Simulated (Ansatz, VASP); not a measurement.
**One calculation of ScAl3N4, two programs**

```xyz
16
Lattice="4.8323 -2.7899 0.0000 -3.2215 0.0000 -5.0615 3.2215 5.5798 0.0000" Properties=species:S:1:pos:R:3 pbc="T T T"
Sc    1.6107   -0.9300    0.0000
Sc    3.2215   -1.8599   -2.5307
Al    4.8322   -0.9300    0.0000
Al    3.2215    1.8599    0.0000
Al    6.4430    1.8599    0.0000
Al    1.6108    0.9300   -2.5307
Al    4.8323    0.9300   -2.5307
Al    3.2215    3.7199   -2.5307
N     1.6107   -0.9300   -3.1280
N     0.0000    1.8599   -3.1280
N     3.2215    1.8599   -3.1280
N     1.6107    4.6498   -3.1280
N     3.2215   -1.8599   -0.5973
N     1.6108    0.9300   -0.5973
N     4.8323    0.9300   -0.5973
N     3.2215    3.7199   -0.5973
```

Alike in both runs: task single point; functional PBEsol; k mesh 4 × 4 × 4; occupations gaussian, width 0.1 eV; no spin polarisation.

|  | VASP | Ansatz |
| --- | --- | --- |
| version | VASP 6.6.1 | Ansatz 0.2.0 |
| potentials or method | VASP PAW PBE potentials, release 64 (Sc_sv, Al, N), cutoff 520 eV | scalar-relativistic, plane waves, PAW |
| valence electrons in the cell | 80 | 80 |

|  | VASP | Ansatz | Ansatz less VASP |
| --- | --- | --- | --- |
| gap on the k mesh at the Fermi level (eV) | 3.87 | 3.85 | -0.016 |
| least direct gap on the mesh (eV) | 3.91 | 3.89 | -0.016 |
| pressure (GPa) | 2.2 | 1.8 | -0.34 |
| rms of the force components (eV/Å) | 1.152 | 1.122 | -0.0300 |

VASP's potentials were made for PBE, not for PBEsol, and Ansatz warns of the same on its side.
